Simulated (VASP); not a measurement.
# TaN (C2/m) in VASP: a series of runs

The runs below take TaN through single point, with PBEsol.

Everything below comes from runs of VASP 6.6.1. Logs are shortened: lines on timing, memory, paths and dates and some standing lists are left out, and cuts for length are marked.

## 1. The cell of the first run

It takes space group C2/m (No. 12, monoclinic). Conventional cell: a = 4.375 Å, b = 4.375 Å, c = 4.375 Å, α = 90.00°, β = 90.00°, γ = 90.00°. Ta (site symmetry m) has 10 N at 2.16 to 3.60 Å and 12 Ta at 2.72 to 3.48 Å within 3.6 Å. N (site symmetry m) has 6 Ta at 2.16 to 2.30 Å and 8 N at 2.59 to 3.09 Å within 3.1 Å.

## 2. Single point, PBEsol (atoms displaced along several vibrational modes)

Contents of INCAR:

```
SYSTEM = TaN
PREC     = Accurate       ! precision mode
ENCUT    = 520            ! plane-wave cutoff, eV
EDIFF    = 1E-6           ! SCF threshold, eV
ISMEAR   = 0              ! smearing method
SIGMA    = 0.15           ! smearing width, eV
LREAL    = .False.        ! projectors in reciprocal space
LASPH    = .True.         ! aspherical terms in the spheres
NELM     = 80             ! most SCF steps
ALGO     = Normal         ! electronic algorithm
ISIF     = 2              ! what is computed and relaxed
LWAVE    = .False.        ! write WAVECAR
LCHARG   = .False.        ! write CHGCAR
GGA      = PS             ! functional
NBANDS   = 24             ! bands
```

Contents of KPOINTS:

```
regular mesh
0
Gamma
  14 14 10
  0 0 0
```

Contents of POSCAR:

```
TaN
1.0
    0.0000000000     -2.1874436362     -2.1874436362
    0.0000000000      2.1874436362     -2.1874436362
    4.3748872723      0.0000000000      0.0000000000
Ta N
2 2
Direct
    0.5474335804      0.4525664196     -0.0139207852
   -0.0474335804      0.0474335804      0.5139207852
    0.4478843715      0.5521156285      0.4701706600
    0.0521156285     -0.0521156285      0.0298293400
```

Potentials or basis: VASP PAW PBE potentials, release 64 (Ta_pv, N).

Launch:

```
cat potpaw_PBE.64/Ta_pv/POTCAR potpaw_PBE.64/N/POTCAR > POTCAR
mpirun -np 1 vasp_std > vasp.out
```

OUTCAR:

```text
SYSTEM = TaN
   PREC = Accurate
   ENCUT = 520
   EDIFF = 1E-6
   ISMEAR = 0
   LREAL = .False.
   LASPH = .True.
   NELM = 80
   ISIF = 2
   GGA = PS

 ion  position               nearest neighbor table
   1  0.547  0.453  0.986-   3 2.16   4 2.18   4 2.20   4 2.20   4 2.22   3 2.30   2 2.72   2 2.91
                             2 3.04   2 3.04   2 3.21   2 3.21   2 3.32   2 3.48
   2  0.953  0.047  0.514-   4 2.16   3 2.18   3 2.20   3 2.20   3 2.22   4 2.30   1 2.72   1 2.91
                             1 3.04   1 3.04   1 3.21   1 3.21   1 3.32   1 3.48
   3  0.448  0.552  0.470-   1 2.16   2 2.18   2 2.20   2 2.20   2 2.22   1 2.30
   4  0.052  0.948  0.030-   2 2.16   1 2.18   1 2.20   1 2.20   1 2.22   2 2.30

  LATTYP: Found a simple tetragonal cell.
 ALAT       =     3.0935124572
 C/A-ratio  =     1.4142135623

  Lattice vectors:

 A1 = (   0.0000000000,  -2.1874436362,  -2.1874436362)
 A2 = (   0.0000000000,   2.1874436362,  -2.1874436362)
 A3 = (   4.3748872723,   0.0000000000,   0.0000000000)

Analysis of symmetry for initial positions (statically):
=====================================================================
 Subroutine PRICEL returns:
 Original cell was already a primitive cell.

 Routine SETGRP: Setting up the symmetry group for a
 simple tetragonal supercell.

 Subroutine GETGRP returns: Found  4 space group operations
 (whereof  2 operations were pure point group operations)
 out of a pool of 16 trial point group operations.

The static configuration has the point symmetry C_1h.
 The point group associated with its full space group is C_2h.

Analysis of symmetry for dynamics (positions and initial velocities):
=====================================================================
 Subroutine PRICEL returns:
 Original cell was already a primitive cell.

 Routine SETGRP: Setting up the symmetry group for a
 simple tetragonal supercell.

 Subroutine GETGRP returns: Found  4 space group operations
 (whereof  2 operations were pure point group operations)
 out of a pool of 16 trial point group operations.

The dynamic configuration has the point symmetry C_1h.
 The point group associated with its full space group is C_2h.

 Subroutine INISYM returns: Found  4 space group operations
 (whereof  2 operations are pure point group operations),
 and found     1 'primitive' translations

----------------------------------------------------------------------------------------

                                     Primitive cell

  volume of cell :      41.8669

  direct lattice vectors                    reciprocal lattice vectors
     0.000000000 -2.187443636 -2.187443636     0.000000000 -0.228577318 -0.228577318
     0.000000000  2.187443636 -2.187443636     0.000000000  0.228577318 -0.228577318
     4.374887272  0.000000000  0.000000000     0.228577318  0.000000000  0.000000000

  length of vectors
     3.093512457  3.093512457  4.374887272     0.323257143  0.323257143  0.228577318

  position of ions in fractional coordinates (direct lattice)
     0.547433580  0.452566420  0.986079215
     0.952566420  0.047433580  0.513920785
     0.447884372  0.552115628  0.470170660
     0.052115628  0.947884372  0.029829340

  ion indices of the primitive-cell ions
   primitive index   ion index
                 1           1
                 2           2
                 3           3
                 4           4

----------------------------------------------------------------------------------------

 KPOINTS: regular mesh

Automatic generation of k-mesh.
 Grid dimensions read from file:
 generate k-points for:   14   14   10

 Generating k-lattice:

  Cartesian coordinates                     Fractional coordinates (reciprocal lattice)
     0.000000000 -0.016326951 -0.016326951     0.071428571  0.000000000  0.000000000
     0.000000000  0.016326951 -0.016326951     0.000000000  0.071428571  0.000000000
     0.022857732  0.000000000  0.000000000     0.000000000  0.000000000  0.100000000

  Length of vectors
     0.023089796  0.023089796  0.022857732

  Shift w.r.t. Gamma in fractional coordinates (k-lattice)
     0.000000000  0.000000000  0.000000000

 Subroutine IBZKPT returns following result:
 ===========================================

 Found    534 irreducible k-points:

 Following reciprocal coordinates:
            Coordinates               Weight
  0.000000  0.000000  0.000000      1.000000
  0.071429  0.000000  0.000000      4.000000
  0.142857  0.000000  0.000000      4.000000
  0.214286  0.000000  0.000000      4.000000
  0.285714  0.000000  0.000000      4.000000
  0.357143  0.000000  0.000000      4.000000
[... 16 lines left out ...]
 -0.142857  0.142857  0.000000      2.000000
  0.214286  0.142857  0.000000      4.000000
 [... further k-points ...]
   k-points           NKPTS =    534   k-points in BZ     NKDIM =    534   number of bands    NBANDS=     24
   number of dos      NEDOS =    301   number of ions     NIONS =      4
   total plane-waves  NPLWV =  20736
   dimension x,y,z NGX =    24 NGY =   24 NGZ =   36
   dimension x,y,z NGXF=    48 NGYF=   48 NGZF=   72
   ions per type =               2   2
   NGX,Y,Z   is equivalent  to a cutoff of  12.90, 12.90, 13.68 a.u.
   NGXF,Y,Z  is equivalent  to a cutoff of  25.80, 25.80, 27.36 a.u.
 SYSTEM =  TaN
   PREC   = accura    normal or accurate (medium, high low for compatibility)
   ISTART =      0    job   : 0-new  1-cont  2-samecut
   ICHARG =      2    charge: 1-file 2-atom 10-const
   ISPIN  =      1    spin polarized calculation?
   LNONCOLLINEAR =      F non collinear calculations
   LSORBIT =      F    spin-orbit coupling
   LASPH  =      T    aspherical Exc in radial PAW
   ENCUT  =  520.0 eV  38.22 Ry    6.18 a.u.   5.75  5.75  8.13*2*pi/ulx,y,z
   NELM   =     80;   NELMIN=  2; NELMDL= -5     # of ELM steps
   EDIFF  = 0.1E-05   stopping-criterion for ELM
   LREAL  =      F    real-space projection
   EDIFFG = 0.1E-04   stopping-criterion for IOM
   NSW    =      0    number of steps for IOM
   IBRION =     -1    ionic relax: 0-MD 1-quasi-New 2-CG
   NFREE  =      0    steps in history (QN), initial steepest desc. (CG)
   ISIF   =      2    stress and relaxation
   ISYM   =      2    0-nonsym 1-usesym 2-fastsym
   POTIM  = 0.5000    time-step for ionic-motion
   TEBEG  =    0.0;   TEEND  =   0.0 temperature during run
   PSTRESS=    0.0 pullay stress
   NELECT =      32.0000    total number of electrons
   NUPDOWN=      -1.0000    fix difference up-down
   EMIN   =  10.00;   EMAX   =-10.00  energy-range for DOS
   EFERMI =   0.00;   METHOD = LEGACY
   ISMEAR =     0;   SIGMA  =   0.15  broadening in eV -4-tet -1-fermi 0-gaus
   EFERMI_NEDOS =   21; number of points for ismear=-14 and -15
   IALGO  =     38    algorithm
   IMIX   =      4    mixing-type and parameters
     AMIX     =   0.40;   BMIX     =  1.00
     AMIX_MAG =   1.60;   BMIX_MAG =  1.00
  volume/ion in A,a.u.               =      10.47        70.63
  Fermi-wavevector in a.u.,A,eV,Ry     =   1.496814  2.828569 30.483219  2.240453
  Thomas-Fermi vector in A             =   2.608783
   LORBIT       =      0    0 simple, 1 ext, 2 COOP (PROOUT), +10 PAW based schemes
   GGA     = PS    functional components
   LHFCALC =     F    Hartree Fock is set to
   AEXX    =    0.0000 exact exchange contribution
   IVDW    =     0    specifies the selected vdW correction
   LEPSILON=     F    determine dielectric tensor
   LRPA    =     F    only Hartree local field effects (RPA)
 non-spin polarized calculation
 Gauss-broadening in eV      SIGMA  =   0.15
  energy-cutoff  :      520.00
  volume of cell :       41.87
 maximum number of plane-waves:      1176
   NGX = 11   NGY = 11   NGZ = 17

 number of electron      32.0000000 magnetization

 Free energy of the ion-electron system (eV)
  ---------------------------------------------------
  ext. energy  EPLUGINS =         0.00000000
  ---------------------------------------------------
  free energy    TOTEN  =       -46.33937764 eV

  energy without entropy =      -46.32436599  energy(sigma->0) =      -46.33187181

 E-fermi :   9.0285     XC(G=0): -13.6775

 val. band max:        9.0268474279   @ k =   0.2143   0.1429   0.5000
 cond. band min:       9.0296886746   @ k =   0.1429  -0.4286   0.4000
 fundamental gap:      0.0028412468
 Fermi energy:         9.0285294923

 k-point     1 :       0.0000    0.0000    0.0000
  band No.  band energies     occupation
      1     -26.9424      2.00000
      2     -26.4644      2.00000
      3     -26.4467      2.00000
      4     -26.2319      2.00000
      5     -26.1262      2.00000
      6     -25.9264      2.00000
[... 16 lines left out ...]
     23      12.0666      0.00000
     24      13.5691      0.00000

 k-point     2 :       0.0714    0.0000    0.0000
  band No.  band energies     occupation
      1     -26.9319      2.00000
      2     -26.4816      2.00000
      3     -26.4476      2.00000
      4     -26.2469      2.00000
      5     -26.1371      2.00000
      6     -25.9348      2.00000
[... 16 lines left out ...]
     23      12.1034      0.00000
     24      13.7004      0.00000

 k-point     3 :       0.1429    0.0000    0.0000
  band No.  band energies     occupation
      1     -26.9018      2.00000
      2     -26.5434      2.00000
      3     -26.4357      2.00000
      4     -26.3032      2.00000
      5     -26.1548      2.00000
      6     -25.9573      2.00000
[... 16 lines left out ...]
     23      12.7249      0.00000
     24      13.8727      0.00000
[... 514 lines left out ...]
 k-point    23 :      -0.1429    0.1429    0.0000
  band No.  band energies     occupation
      1     -26.8614      2.00000
      2     -26.5693      2.00000
      3     -26.4841      2.00000
      4     -26.2750      2.00000
      5     -26.2632      2.00000
      6     -25.9942      2.00000
[... 16 lines left out ...]
     23      13.8201      0.00000
     24      14.1254      0.00000

 k-point    24 :       0.2143    0.1429    0.0000
  band No.  band energies     occupation
      1     -26.8246      2.00000
      2     -26.6208      2.00000
      3     -26.4813      2.00000
      4     -26.4661      2.00000
      5     -26.2017      2.00000
      6     -26.0056      2.00000
[... 16 lines left out ...]
     23      13.8030      0.00000
     24      14.8857      0.00000

 [... further k-points ...]
[... 5 lines left out ...]
  --------------------------------------------------------------------------------------
  -------------------------------------------------------------------------------------
  Total        1.1981357      2.5759579     -1.7938103     -0.2789417      0.0000000      0.0000000
  in kB       45.8507031     98.5777137    -68.6461984    -10.6746447      0.0000000      0.0000000
  external PRESSURE =      25.2607394 kB  Pullay stress =       0.0000000 kB

 VOLUME and BASIS-vectors are now :
 -----------------------------------------------------------------------------
  energy-cutoff  :      520.00
  volume of cell :       41.87
      direct lattice vectors                 reciprocal lattice vectors
     0.000000000 -2.187443636 -2.187443636     0.000000000 -0.228577318 -0.228577318
     0.000000000  2.187443636 -2.187443636     0.000000000  0.228577318 -0.228577318
     4.374887272  0.000000000  0.000000000     0.228577318  0.000000000  0.000000000

 POSITION                                       TOTAL-FORCE (eV/Angst)
 -----------------------------------------------------------------------------------
      4.31399     -0.20752     -2.18744        -0.754795      1.053474      0.000000
      2.24835     -1.97993     -2.18744         0.754795     -1.053474      0.000000
      2.05694      0.22800     -2.18744         0.738500     -0.992585      0.000000
      0.13050      1.95944     -2.18744        -0.738500      0.992585      0.000000
 -----------------------------------------------------------------------------------
    total drift:                                0.000000     -0.000000     -0.000000

  FREE ENERGIE OF THE ION-ELECTRON SYSTEM (eV)
  ---------------------------------------------------
  free  energy   TOTEN  =       -46.3393776378 eV

  energy  without entropy=      -46.3243659882  energy(sigma->0) =      -46.33187181
```

Run time: 9.6 min. Hardware: 1 thread of Intel Xeon 8259CL, shared host; peak memory 0.53 GiB.

Results:

```yaml
Free_energy: -46.3394 eV
Pressure: 2.5 GPa
Largest_force: 1.296 eV/Å
Band_gap_on_the_k_mesh: zero (bands 16 and 17 overlap by 2.71 eV)
```

Forces on the atoms (eV/Å):
```
Ta  -0.755  1.053  0.000
Ta   0.755 -1.053  0.000
N    0.739 -0.993  0.000
N   -0.739  0.993  0.000
```

Stress tensor (GPa, compression positive):
```
 4.59 -1.07  0.00
-1.07  9.86  0.00
 0.00  0.00 -6.86
```

Caveat: the cell differs from its parent crystal (atoms displaced along several vibrational modes); the stress differs along the axes, from -7 to 10 GPa; the PAW data sets were made with another functional, which shifts forces and pressure a little; spin-orbit coupling is left out, which moves the levels of the heavy elements.

## 3. Single point, PBEsol (atoms displaced along several vibrational modes)

Contents of INCAR:

```
SYSTEM = TaN
PREC = Accurate ; ENCUT = 520
EDIFF = 1E-6 ; ISMEAR = 0
SIGMA = 0.15 ; LREAL = .FALSE.
LASPH = .TRUE. ; NELM = 60
ALGO = Normal ; ISIF = 2
LWAVE = .FALSE. ; LCHARG = .TRUE.
GGA = PS ; LELF = .TRUE.
LVHAR = .TRUE. ; NBANDS = 24
```

Contents of KPOINTS:

```
Automatic mesh
0
G
  14 14 10
  0 0 0
```

Contents of POSCAR:

```
TaN
1.0
    0.0000000000     -2.1874436362     -2.1874436362
    0.0000000000      2.1874436362     -2.1874436362
    4.3748872723      0.0000000000      0.0000000000
Ta N
2 2
Direct
    0.5237167902      0.4762832098     -0.0139207852
   -0.0237167902      0.0237167902      0.5139207852
    0.4739421857      0.5260578143      0.4701706600
    0.0260578143     -0.0260578143      0.0298293400
```

Potentials or basis: VASP PAW PBE potentials, release 64 (Ta_pv, N).

Launch:

```
cat potpaw_PBE.64/Ta_pv/POTCAR potpaw_PBE.64/N/POTCAR > POTCAR
mpirun -np 1 vasp_std > vasp.out
```

It took 9.3 min on 1 thread of Intel Xeon 8259CL, shared host; peak memory 0.53 GiB.

The run converged. Its results:

| Item | Value |
| --- | --- |
| Free energy | -46.5435 eV |
| Pressure | 1.4 GPa |
| Largest force | 1.131 eV/Å |
| Band gap on the k mesh | zero (bands 16 and 17 overlap by 3.24 eV) |

Forces on the atoms (eV/Å):
```
Ta  -1.123 -0.133  0.000
Ta   1.123  0.133  0.000
N    0.473 -0.197  0.000
N   -0.473  0.197  0.000
```

Stress tensor (GPa, compression positive):
```
 6.52 -1.33  0.00
-1.33  2.38  0.00
 0.00  0.00 -4.56
```

Levels at points of the mesh, in eV from the Fermi level:
```tsv
k point	band 12	band 13	band 14	band 15	band 16	band 17	band 18	band 19	band 20	band 21
(0.00, 0.00, 0.00)	-4.56	-3.65	-3.40	-3.31	-2.01	-1.48	-1.37	0.36	0.84	1.80
(0.50, 0.00, 0.00)	-6.90	-6.72	-5.55	-0.74	0.25	0.81	1.59	2.43	2.60	3.06
(0.50, 0.50, 0.00)	-4.80	-4.66	-4.28	-4.11	-3.66	2.65	2.84	3.87	3.99	4.07
(0.00, 0.00, 0.50)	-5.01	-4.17	-4.06	-3.95	-3.73	0.60	1.21	1.36	1.37	2.53
(0.50, 0.00, 0.50)	-7.25	-7.21	-7.10	1.68	1.75	1.97	2.09	2.27	2.33	4.42
(0.50, 0.50, 0.50)	-7.07	-5.77	-5.64	-1.25	-1.17	1.33	1.67	3.93	3.96	4.40
```

Caveat: the cell differs from its parent crystal (atoms displaced along several vibrational modes); the stress differs along the axes, from -5 to 7 GPa; the PAW data sets were made with another functional, which shifts forces and pressure a little; spin-orbit coupling is left out, which moves the levels of the heavy elements.

## 4. Single point, PBEsol (atoms displaced along several vibrational modes)

Contents of INCAR:

```
PREC = Accurate
ENCUT = 520
EDIFF = 1E-6
ISMEAR = 0
SIGMA = 0.15
LREAL = F
LASPH = T
NELM = 60
ALGO = Normal
ISIF = 2
LWAVE = F
LCHARG = F
GGA = PS
NBANDS = 24
```

Contents of KPOINTS:

```
regular mesh
0
Gamma
  14 14 10
```

Contents of POSCAR:

```
TaN
1.0
    0.0000000000     -2.1874436362     -2.1874436362
    0.0000000000      2.1874436362     -2.1874436362
    4.3748872723      0.0000000000      0.0000000000
Ta N
2 2
Direct
    0.5474335804      0.4525664196     -0.0278415704
   -0.0474335804      0.0474335804      0.5278415704
    0.4478843715      0.5521156285      0.4403413200
    0.0521156285     -0.0521156285      0.0596586800
```

Launch:

```
cat potpaw_PBE.64/Ta_pv/POTCAR potpaw_PBE.64/N/POTCAR > POTCAR
mpirun -np 1 vasp_std > vasp.out
```

Wall time 9.1 min (1 thread of Intel Xeon 8259CL, shared host); peak memory 0.53 GiB.

The run converged. Its results:

```yaml
Free_energy: -46.0164 eV
Pressure: 5.2 GPa
Largest_force: 2.774 eV/Å
Band_gap_on_the_k_mesh: zero (bands 16 and 17 overlap by 2.48 eV)
```

Forces in eV/Å, atoms in the order of the input:
```
Ta   0.129  1.032  0.000
Ta  -0.129 -1.032  0.000
N    2.251 -1.622  0.000
N   -2.251  1.622  0.000
```

Stress tensor (GPa, compression positive):
```
 22.66  -0.79   0.00
 -0.79   3.67   0.00
  0.00   0.00 -10.85
```

Levels at points of the mesh, in eV from the Fermi level:
| k point | band 13 | band 14 | band 15 | band 16 | band 17 | band 18 | band 19 | band 20 |
| --- | --- | --- | --- | --- | --- | --- | --- | --- |
| (0.00, 0.00, 0.00) | -3.61 | -2.77 | -2.37 | -2.00 | -0.59 | 0.11 | 0.86 | 1.37 |
| (0.50, 0.00, 0.00) | -5.88 | -4.12 | -1.63 | -0.25 | 0.97 | 1.82 | 3.09 | 3.12 |
| (0.50, 0.50, 0.00) | -3.76 | -3.69 | -3.10 | -2.18 | 3.06 | 3.61 | 4.00 | 4.50 |
| (0.00, 0.00, 0.50) | -3.88 | -3.49 | -3.06 | -2.66 | 0.12 | 1.48 | 1.65 | 1.71 |
| (0.50, 0.00, 0.50) | -6.36 | -5.99 | 0.72 | 1.21 | 1.50 | 1.93 | 2.66 | 2.80 |
| (0.50, 0.50, 0.50) | -4.58 | -4.13 | -1.78 | -1.77 | 2.10 | 3.69 | 4.13 | 4.42 |

Caveat: the cell differs from its parent crystal (atoms displaced along several vibrational modes); the stress differs along the axes, from -11 to 23 GPa; the PAW data sets were made with another functional, which shifts forces and pressure a little; spin-orbit coupling is left out, which moves the levels of the heavy elements.

## 5. The runs side by side

| cell | gap on the mesh (eV) | pressure (GPa) | largest force (eV/Å) |
| --- | --- | --- | --- |
| as given, atomic positions A | none | 2.5 | 1.30 |
| as given, atomic positions B | none | 1.4 | 1.13 |
| as given, atomic positions C | none | 5.2 | 2.77 |

Alike in all rows: task single point; level PBEsol; potentials or basis VASP PAW PBE potentials, release 64 (Ta_pv, N); no spin polarisation; k mesh 14 × 14 × 10; cutoff (eV) 520; smearing gaussian 0.15 eV.

Caveats: the PAW data sets were made with another functional, which shifts forces and pressure a little; spin-orbit coupling is left out, which moves the levels of the heavy elements; the stress differs along the axes, from -7 to 10 GPa (at least some runs); the stress differs along the axes, from -5 to 7 GPa (at least some runs); the stress differs along the axes, from -11 to 23 GPa (at least some runs).

Absolute energies hang on the potentials; compare differences alone.
